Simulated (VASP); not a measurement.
# BiB in VASP: settings compared

The runs below take BiB through single point, with PBE, r2SCAN.

Program: VASP 6.6.1. These are calculated values, not measurements. Logs are shortened: lines on timing, memory, paths and dates and some standing lists are left out, and cuts for length are marked.

**1. The cell of the first run**

The structure is tetragonal, space group I-4m2 (No. 119). The conventional cell has a = 3.862 Å, b = 3.862 Å, c = 5.506 Å, α = 90.00°, β = 90.00°, γ = 90.00°. Within 3.1 Å of B (site symmetry -4m2) lie 4 Bi at 2.37 Å. Within 3.1 Å of Bi (site symmetry -4m2) lie 4 B at 2.37 Å.

**2. Single point, PBE (epitaxial xy strain -0.5%)**

INCAR

```
PREC = Accurate
ENCUT = 520
EDIFF = 1E-6
ISMEAR = -1
SIGMA = 0.02
LREAL = F
LASPH = T
NELM = 100
ALGO = Normal
ISIF = 2
LWAVE = F
LCHARG = F
GGA = PE
NBANDS = 16
```

KPOINTS

```
Automatic mesh
0
Gamma
  8 8 8
```

POSCAR

```
BiB
1.0
    0.0000000000      2.7311501019      2.7528002556
    2.7311501019      0.0000000000      2.7528002556
    2.7311501019      2.7311501019      0.0000000000
B Bi
1 1
Direct
    0.0000000000      0.0000000000      0.0000000000
    0.2500000000      0.2500000000      0.2500000000
```

Potentials or basis: VASP PAW PBE potentials, release 64 (B, Bi_d).

Command:

```
cat potpaw_PBE.64/B/POTCAR potpaw_PBE.64/Bi_d/POTCAR > POTCAR
mpirun -np 1 vasp_std > vasp.out
```

OUTCAR:

```text
PREC = Accurate
   ENCUT = 520
   EDIFF = 1E-6
   ISMEAR = -1
   LREAL = F
   LASPH = T
   NELM = 100
   ISIF = 2
   GGA = PE

 ion  position               nearest neighbor table
   1  0.000  0.000  0.000-   2 2.37   2 2.37   2 2.37   2 2.37
   2  0.250  0.250  0.250-   1 2.37   1 2.37   1 2.37   1 2.37

  LATTYP: Found a body centered tetragonal cell.
 ALAT       =     3.8624295150
 C/A-ratio  =     1.4254242025

  Lattice vectors:

 A1 = (  -2.7311501019,   0.0000000000,   2.7528002556)
 A2 = (   2.7311501019,   0.0000000000,   2.7528002556)
 A3 = (   0.0000000000,   2.7311501019,  -2.7528002556)

Analysis of symmetry for initial positions (statically):
=====================================================================
 Subroutine PRICEL returns:
 Original cell was already a primitive cell.

 Routine SETGRP: Setting up the symmetry group for a
 body centered tetragonal supercell.

 Subroutine GETGRP returns: Found  8 space group operations
 (whereof  8 operations were pure point group operations)
 out of a pool of 16 trial point group operations.

The static configuration has the point symmetry D_2d.

Analysis of symmetry for dynamics (positions and initial velocities):
=====================================================================
 Subroutine PRICEL returns:
 Original cell was already a primitive cell.

 Routine SETGRP: Setting up the symmetry group for a
 body centered tetragonal supercell.

 Subroutine GETGRP returns: Found  8 space group operations
 (whereof  8 operations were pure point group operations)
 out of a pool of 16 trial point group operations.

The dynamic configuration has the point symmetry D_2d.

 Subroutine INISYM returns: Found  8 space group operations
 (whereof  8 operations are pure point group operations),
 and found     1 'primitive' translations

----------------------------------------------------------------------------------------

                                     Primitive cell

  volume of cell :      41.0673

  direct lattice vectors                    reciprocal lattice vectors
     0.000000000  2.731150102  2.752800256    -0.183073058  0.183073058  0.181633229
     2.731150102  0.000000000  2.752800256     0.183073058 -0.183073058  0.181633229
     2.731150102  2.731150102  0.000000000     0.183073058  0.183073058 -0.181633229

  length of vectors
     3.877768705  3.877768705  3.862429515     0.316262737  0.316262737  0.316262737

  position of ions in fractional coordinates (direct lattice)
     0.000000000  0.000000000  0.000000000
     0.250000000  0.250000000  0.250000000

  ion indices of the primitive-cell ions
   primitive index   ion index
                 1           1
                 2           2

----------------------------------------------------------------------------------------

 KPOINTS: Automatic mesh

Automatic generation of k-mesh.
 Grid dimensions read from file:
 generate k-points for:    8    8    8

 Generating k-lattice:

  Cartesian coordinates                     Fractional coordinates (reciprocal lattice)
    -0.022884132  0.022884132  0.022704154     0.125000000  0.000000000  0.000000000
     0.022884132 -0.022884132  0.022704154     0.000000000  0.125000000  0.000000000
     0.022884132  0.022884132 -0.022704154     0.000000000  0.000000000  0.125000000

  Length of vectors
     0.039532842  0.039532842  0.039532842

  Shift w.r.t. Gamma in fractional coordinates (k-lattice)
     0.000000000  0.000000000  0.000000000

 Subroutine IBZKPT returns following result:
 ===========================================

 Found     59 irreducible k-points:

 Following reciprocal coordinates:
            Coordinates               Weight
  0.000000  0.000000  0.000000      1.000000
  0.125000  0.000000  0.000000      8.000000
  0.250000  0.000000  0.000000      8.000000
  0.375000  0.000000  0.000000      8.000000
  0.500000  0.000000  0.000000      4.000000
  0.125000  0.125000  0.000000      2.000000
[... 16 lines left out ...]
  0.250000  0.000000  0.125000     16.000000
  0.375000  0.000000  0.125000     16.000000
 [... further k-points ...]
   k-points           NKPTS =     59   k-points in BZ     NKDIM =     59   number of bands    NBANDS=     16
   number of dos      NEDOS =    301   number of ions     NIONS =      2
   total plane-waves  NPLWV =  27000
   dimension x,y,z NGX =    30 NGY =   30 NGZ =   30
   dimension x,y,z NGXF=    60 NGYF=   60 NGZF=   60
   ions per type =               1   1
   NGX,Y,Z   is equivalent  to a cutoff of  12.86, 12.86, 12.91 a.u.
   NGXF,Y,Z  is equivalent  to a cutoff of  25.72, 25.72, 25.83 a.u.
 SYSTEM =  unknown system
   PREC   = accura    normal or accurate (medium, high low for compatibility)
   ISTART =      0    job   : 0-new  1-cont  2-samecut
   ICHARG =      2    charge: 1-file 2-atom 10-const
   ISPIN  =      1    spin polarized calculation?
   LNONCOLLINEAR =      F non collinear calculations
   LSORBIT =      F    spin-orbit coupling
   LASPH  =      T    aspherical Exc in radial PAW
   ENCUT  =  520.0 eV  38.22 Ry    6.18 a.u.   7.21  7.21  7.18*2*pi/ulx,y,z
   NELM   =    100;   NELMIN=  2; NELMDL= -5     # of ELM steps
   EDIFF  = 0.1E-05   stopping-criterion for ELM
   LREAL  =      F    real-space projection
   EDIFFG = 0.1E-04   stopping-criterion for IOM
   NSW    =      0    number of steps for IOM
   IBRION =     -1    ionic relax: 0-MD 1-quasi-New 2-CG
   NFREE  =      0    steps in history (QN), initial steepest desc. (CG)
   ISIF   =      2    stress and relaxation
   ISYM   =      2    0-nonsym 1-usesym 2-fastsym
   POTIM  = 0.5000    time-step for ionic-motion
   TEBEG  =    0.0;   TEEND  =   0.0 temperature during run
   PSTRESS=    0.0 pullay stress
   NELECT =      18.0000    total number of electrons
   NUPDOWN=      -1.0000    fix difference up-down
   EMIN   =  10.00;   EMAX   =-10.00  energy-range for DOS
   EFERMI =   0.00;   METHOD = LEGACY
   ISMEAR =    -1;   SIGMA  =   0.02  broadening in eV -4-tet -1-fermi 0-gaus
   EFERMI_NEDOS =   21; number of points for ismear=-14 and -15
   IALGO  =     38    algorithm
   IMIX   =      4    mixing-type and parameters
     AMIX     =   0.40;   BMIX     =  1.00
     AMIX_MAG =   1.60;   BMIX_MAG =  1.00
  volume/ion in A,a.u.               =      20.53       138.57
  Fermi-wavevector in a.u.,A,eV,Ry     =   1.243561  2.349989 21.040644  1.546444
  Thomas-Fermi vector in A             =   2.377866
   LORBIT       =      0    0 simple, 1 ext, 2 COOP (PROOUT), +10 PAW based schemes
   GGA     = PE    functional components
   LHFCALC =     F    Hartree Fock is set to
   AEXX    =    0.0000 exact exchange contribution
   IVDW    =     0    specifies the selected vdW correction
   LEPSILON=     F    determine dielectric tensor
   LRPA    =     F    only Hartree local field effects (RPA)
 non-spin polarized calculation
  energy-cutoff  :      520.00
  volume of cell :       41.07
 maximum number of plane-waves:      1125
 NGX is ok and might be reduce to    30
   NGX = 15   NGY = 15   NGZ = 15

 number of electron      17.9999996 magnetization

 Free energy of the ion-electron system (eV)
  ---------------------------------------------------
  ext. energy  EPLUGINS =         0.00000000
  ---------------------------------------------------
  free energy    TOTEN  =        -8.98616737 eV

  energy without entropy =       -8.98616653  energy(sigma->0) =       -8.98616695

 E-fermi :   7.4021     XC(G=0): -10.0587

 val. band max:        7.2397760197   @ k =   0.0000   0.0000   0.0000
 cond. band min:       7.5506141431   @ k =   0.0000   0.0000   0.0000
 fundamental gap:      0.3108381234
 Fermi energy:         7.4020866895

 k-point     1 :       0.0000    0.0000    0.0000
  band No.  band energies     occupation
      1     -15.9278      2.00000
      2     -15.9238      2.00000
      3     -15.9238      2.00000
      4     -15.8397      2.00000
      5     -15.8393      2.00000
      6      -6.9711      2.00000
[... 8 lines left out ...]
     15      17.6751      0.00000
     16      17.8489      0.00000

 k-point     2 :       0.1250    0.0000    0.0000
  band No.  band energies     occupation
      1     -15.9248      2.00000
      2     -15.9196      2.00000
      3     -15.9176      2.00000
      4     -15.8396      2.00000
      5     -15.8389      2.00000
      6      -6.7698      2.00000
[... 8 lines left out ...]
     15      16.8326      0.00000
     16      16.9435      0.00000

 k-point     3 :       0.2500    0.0000    0.0000
  band No.  band energies     occupation
      1     -15.9221      2.00000
      2     -15.9083      2.00000
      3     -15.9060      2.00000
      4     -15.8358      2.00000
      5     -15.8343      2.00000
      6      -6.1921      2.00000
[... 8 lines left out ...]
     15      16.5800      0.00000
     16      16.6212      0.00000

 k-point     4 :       0.3750    0.0000    0.0000
  band No.  band energies     occupation
      1     -15.9203      2.00000
      2     -15.9021      2.00000
      3     -15.9000      2.00000
      4     -15.8263      2.00000
      5     -15.8240      2.00000
      6      -5.3798      2.00000
[... 8 lines left out ...]
     15      17.4761      0.00000
     16      17.4966      0.00000
[... 324 lines left out ...]
 k-point    22 :       0.1250    0.0000    0.1250
  band No.  band energies     occupation
      1     -15.9300      2.00000
      2     -15.9149      2.00000
      3     -15.9115      2.00000
      4     -15.8445      2.00000
      5     -15.8347      2.00000
      6      -6.7008      2.00000
[... 8 lines left out ...]
     15      15.4306      0.00000
     16      18.3072      0.00000

 k-point    23 :       0.2500    0.0000    0.1250
  band No.  band energies     occupation
      1     -15.9315      2.00000
      2     -15.9018      2.00000
      3     -15.8990      2.00000
      4     -15.8470      2.00000
      5     -15.8290      2.00000
      6      -6.2442      2.00000
[... 8 lines left out ...]
     15      16.4512      0.00000
     16      17.9248      0.00000

 k-point    24 :       0.3750    0.0000    0.1250
  band No.  band energies     occupation
      1     -15.9263      2.00000
      2     -15.8951      2.00000
      3     -15.8915      2.00000
      4     -15.8408      2.00000
      5     -15.8208      2.00000
      6      -5.4887      2.00000
[... 8 lines left out ...]
     15      16.9188      0.00000
     16      18.3418      0.00000

 [... further k-points ...]

------------------------ aborting loop because EDIFF is reached ----------------------------------------

  FORCE on cell =-STRESS in cart. coord.  units (eV):
  Direction    XX          YY          ZZ          XY          YZ          ZX
  --------------------------------------------------------------------------------------
  -------------------------------------------------------------------------------------
  Total        0.5254852      0.5254852      0.3325491      0.0000000      0.0000000      0.0000000
  in kB       20.5010081     20.5010081     12.9738993      0.0000000      0.0000000      0.0000000
  external PRESSURE =      17.9919718 kB  Pullay stress =       0.0000000 kB

 VOLUME and BASIS-vectors are now :
 -----------------------------------------------------------------------------
  energy-cutoff  :      520.00
  volume of cell :       41.07
      direct lattice vectors                 reciprocal lattice vectors
     0.000000000  2.731150102  2.752800256    -0.183073058  0.183073058  0.181633229
     2.731150102  0.000000000  2.752800256     0.183073058 -0.183073058  0.181633229
     2.731150102  2.731150102  0.000000000     0.183073058  0.183073058 -0.181633229

 POSITION                                       TOTAL-FORCE (eV/Angst)
 -----------------------------------------------------------------------------------
      0.00000      0.00000      0.00000         0.000000      0.000000     -0.000000
      1.36558      1.36558      1.37640        -0.000000     -0.000000      0.000000
 -----------------------------------------------------------------------------------
    total drift:                                0.000000      0.000000      0.000000

  FREE ENERGIE OF THE ION-ELECTRON SYSTEM (eV)
  ---------------------------------------------------
  free  energy   TOTEN  =        -8.9861673709 eV

  energy  without entropy=       -8.9861665260  energy(sigma->0) =       -8.98616695
```

It took 17 s on 1 thread of AMD EPYC 9R45 (Zen 5), shared host; peak memory 0.16 GiB.

What came out:

* Free energy: -8.9862 eV
* Pressure: 1.8 GPa
* Band gap on the k mesh: 0.31 eV, direct

Stress tensor (GPa, compression positive):
```
2.05 0.00 0.00
0.00 2.05 0.00
0.00 0.00 1.30
```

Caveat: the cell differs from its parent crystal (epitaxial xy strain -0.5%); spin-orbit coupling is left out, which moves the levels of the heavy elements.

**3. Single point, PBE (strain along [111] +2.0%)**

INCAR

```
ALGO = Normal
EDIFF = 1E-6
ENCUT = 520
GGA = PE
ISIF = 2
ISMEAR = -1
LASPH = T
LCHARG = T
LELF = T
LREAL = F
LVHAR = T
LWAVE = F
NBANDS = 16
NELM = 100
PREC = Accurate
SIGMA = 0.02
```

KPOINTS

```
k-points
0
Gamma
  8 8 8
```

POSCAR

```
BiB
1.0
    0.0365983263      2.7814728006      2.7814728006
    2.7814728006      0.0365983263      2.7814728006
    2.7814728006      2.7814728006      0.0365983263
B Bi
1 1
Direct
    0.0005908435      0.0005908435      0.0005908435
    0.2494091565      0.2494091565      0.2494091565
```

Potentials or basis: VASP PAW PBE potentials, release 64 (B, Bi_d).

Command:

```
cat potpaw_PBE.64/B/POTCAR potpaw_PBE.64/Bi_d/POTCAR > POTCAR
mpirun -np 1 vasp_std > vasp.out
```

Wall time 20 s (1 thread of AMD EPYC 9R45 (Zen 5), shared host); peak memory 0.16 GiB.

The run converged. Its results:

```
Free energy            : -8.9874 eV
Pressure               : -0.2 GPa
Largest force          : 0.009 eV/Å
Band gap on the k mesh : 0.07 eV, direct
```

Forces in eV/Å, atoms in the order of the input:
```
B    0.005  0.005  0.005
Bi  -0.005 -0.005 -0.005
```

Stress tensor (GPa, compression positive):
```
-0.24 -0.98 -0.98
-0.98 -0.24 -0.98
-0.98 -0.98 -0.24
```

Levels at points of the mesh, in eV from the valence-band top:
```tsv
k point	band 5	band 6	band 7	band 8	band 9	band 10	band 11	band 12	band 13	band 14
(0.00, 0.00, 0.00)	-23.05	-14.02	-0.12	0.00	0.00	0.07	2.60	2.83	2.83	6.14
(0.50, 0.00, 0.00)	-23.03	-11.98	-7.60	-1.66	-1.61	0.23	4.02	4.12	5.96	8.32
(0.50, 0.50, 0.00)	-23.02	-11.12	-7.76	-3.50	-3.34	0.78	1.01	8.16	8.46	8.56
(0.50, 0.50, 0.50)	-23.03	-12.12	-7.61	-1.50	-1.50	0.49	4.19	4.19	5.99	8.29
```

Caveat: the cell differs from its parent crystal (strain along [111] +2.0%); spin-orbit coupling is left out, which moves the levels of the heavy elements.

(Continued in part 2 of 2.)
